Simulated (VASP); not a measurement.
Runs of VASP 6.6.1 on TiO2. The structure is that of space group P4_2/mnm (No. 136), or close to it. The cells are those of the table. 

```tsv
cell	gap on the mesh (eV)	pressure (GPa)	largest force (eV/Å)
a = 4.965, b = 4.965, c = 2.873 Å, 6 atoms	2.52	-13.6	0.62
a = 4.230, b = 4.230, c = 3.232 Å, 6 atoms	3.15	(c)	0.80
a = 4.597, b = 4.597, c = 3.232 Å, 6 atoms	(b)	(a)	0.13
a = 4.413, b = 4.413, c = 2.873 Å, 6 atoms	3.14	46.3	0.82
a = 4.230, b = 4.230, c = 3.113 Å, 6 atoms	3.26	43.6	0.51
```

Alike in all rows: task single point; level r2SCAN+U; potentials or basis VASP PAW PBE potentials, release 64 (Ti_sv, O); no spin polarisation; Ti d U = 4.0 eV; k mesh 6 × 6 × 8; cutoff (eV) 520; smearing gaussian 0.05 eV.

Question: Fill in the values left out.

Answer: (a) -14.4; (b) 2.54; (c) 29.0.

Caveats: the PAW data sets were made with another functional, which shifts forces and pressure a little; the stress differs along the axes, from -22 to 4 GPa (at least some runs); the stress differs along the axes, from -0 to 44 GPa (at least some runs); the stress differs along the axes, from -28 to -8 GPa (at least some runs); the stress differs along the axes, from 42 to 54 GPa (at least some runs); the stress differs along the axes, from 21 to 55 GPa (at least some runs).

A k mesh can miss the band edges.
